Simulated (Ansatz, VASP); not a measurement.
**One calculation of MgI2, two programs**

POSCAR

```
MgI2
1.0
    0.0000000000      3.7557205824      3.7557205824
    3.7557205824      0.0000000000      3.7557205824
    3.7557205824      3.7557205824      0.0000000000
Mg I
1 2
Direct
    0.0000000000      0.0000000000      0.0000000000
    0.2500000000      0.2500000000      0.2500000000
    0.7500000000      0.7500000000      0.7500000000
```

Contents of INCAR.step1:

```
SYSTEM = MgI2
  PREC = Accurate
  ENCUT = 520
  EDIFF = 1E-5
  ISMEAR = 0
  SIGMA = 0.01
  LREAL = .FALSE.
  LASPH = .TRUE.
  NELM = 60
  ALGO = Normal
  ISIF = 2
  LWAVE = .TRUE.
  LCHARG = .FALSE.
  NBANDS = 15
  GGA = PE
```

Contents of INCAR.step2:

```
SYSTEM = MgI2
  PREC = Accurate
  ENCUT = 520
  EDIFF = 1E-6
  ISMEAR = 0
  SIGMA = 0.01
  LREAL = .FALSE.
  LASPH = .TRUE.
  NELM = 60
  ALGO = Normal
  ISIF = 2
  LWAVE = .FALSE.
  LCHARG = .FALSE.
  GGA = PE
  LHFCALC = .TRUE.
  HFSCREEN = 0.2079
  PRECFOCK = Normal
  NBANDS = 15
  ISTART = 1
```

The input KPOINTS:

```
Automatic mesh
0
G
  4 4 4
  0 0 0
```

Input for Ansatz:

```yaml
crystal:
  lattice:
    - [0.0, 3.7557205824, 3.7557205824]
    - [3.7557205824, 0.0, 3.7557205824]
    - [3.7557205824, 3.7557205824, 0.0]
  atoms:
    - { symbol: Mg, position: [0.0, 0.0, 0.0] }
    - { symbol: I, position: [0.25, 0.25, 0.25] }
    - { symbol: I, position: [0.75, 0.75, 0.75] }
kpoints:
  mp_grid: { grid: [4, 4, 4] }
  band_path:
    path:
      - [0.0, 0.0, 0.0]
      - [0.5, 0.0, 0.5]
      - [0.625, 0.25, 0.625]
      - [0.375, 0.375, 0.75]
      - [0.5, 0.5, 0.5]
      - [0.5, 0.25, 0.75]
      - [0.0, 0.5, 0.5]
    npoints: 1
hamiltonian:
  xc: hse06
scf:
  occupations: { method: fixed }
  n_extra_bands: 4
output:
  forces: true
  stress: true
  eigenvalues: true
  write_density: true
  write_potential: true
  elf: true
  volumetric_format: npy
```

Alike in both runs: task single point; functional HSE06; k mesh 4 × 4 × 4; no spin polarisation.

|  | VASP | Ansatz |
| --- | --- | --- |
| version | VASP 6.6.1 | Ansatz 0.2.0 |
| potentials or method | VASP PAW PBE potentials, release 64 (Mg, I) | plane waves, PAW |
| plane-wave cutoff (eV) | 520 | 420 |
| occupations | gaussian, width 0.01 eV | fixed |
| valence electrons in the cell | 16 | 44 |

```csv
,VASP,Ansatz,Ansatz less VASP
gap on the k mesh at the Fermi level (eV),1.37,1.43,+0.060
pressure (GPa),-0.6,-0.4,+0.12
```

VASP's potentials hold 16 valence electrons a cell and Ansatz's 44, so a difference there can come from the potentials and not from the codes. Ansatz's warnings: stress exchange threshold loose, stress scf threshold loose.

Neither program's run includes spin-orbit coupling.
